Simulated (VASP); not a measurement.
Input of a VASP 6.6.1 run:

The input POSCAR:

```
NaI
1.0
    0.0000000000      3.3989837796      3.3989837796
    3.3989837796      0.0000000000      3.3989837796
    3.3989837796      3.3989837796      0.0000000000
Na I
1 1
Direct
    0.0000000000      0.0000000000      0.0000000000
    0.2500000000      0.2500000000      0.2500000000
```

The input INCAR.step1:

```
SYSTEM = NaI
PREC = Accurate
ENCUT = 520
EDIFF = 1E-5
ISMEAR = 0
SIGMA = 0.01
LREAL = .FALSE.
LASPH = .TRUE.
NELM = 60
ALGO = Normal
ISIF = 2
LWAVE = .TRUE.
GGA = PE
NBANDS = 14
```

Contents of INCAR.step2:

```
SYSTEM = NaI
PREC = Accurate
ENCUT = 520
EDIFF = 1E-6
ISMEAR = 0
SIGMA = 0.01
LREAL = .FALSE.
LASPH = .TRUE.
NELM = 60
ALGO = Normal
ISIF = 2
LWAVE = .FALSE.
LCHARG = .TRUE.
GGA = PE
LHFCALC = .TRUE.
HFSCREEN = 0.2079
PRECFOCK = Normal
LELF = .TRUE.
LVHAR = .TRUE.
ISTART = 1
NBANDS = 14
```

File KPOINTS:

```
Automatic mesh
0
G
  4 4 4
  0 0 0
```

Potentials or basis: VASP PAW PBE potentials, release 64 (Na_pv, I).

Launch:

```console
$ cat potpaw_PBE.64/Na_pv/POTCAR potpaw_PBE.64/I/POTCAR > POTCAR
$ cp INCAR.step1 INCAR
$ mpirun -np 1 vasp_std > vasp.out
$ cp INCAR.step2 INCAR
$ mpirun -np 1 vasp_std > vasp.out
```

Task: Estimate the band gap on the k mesh.

Result: 5.03 eV, direct.

Task: Estimate the pressure.

Result: 2.2 GPa.

Caveat: the cell differs from its parent crystal (strain -4.1%); the PAW data sets were made with another functional, which shifts forces and pressure a little; spin-orbit coupling is left out, which moves the levels of the heavy elements.
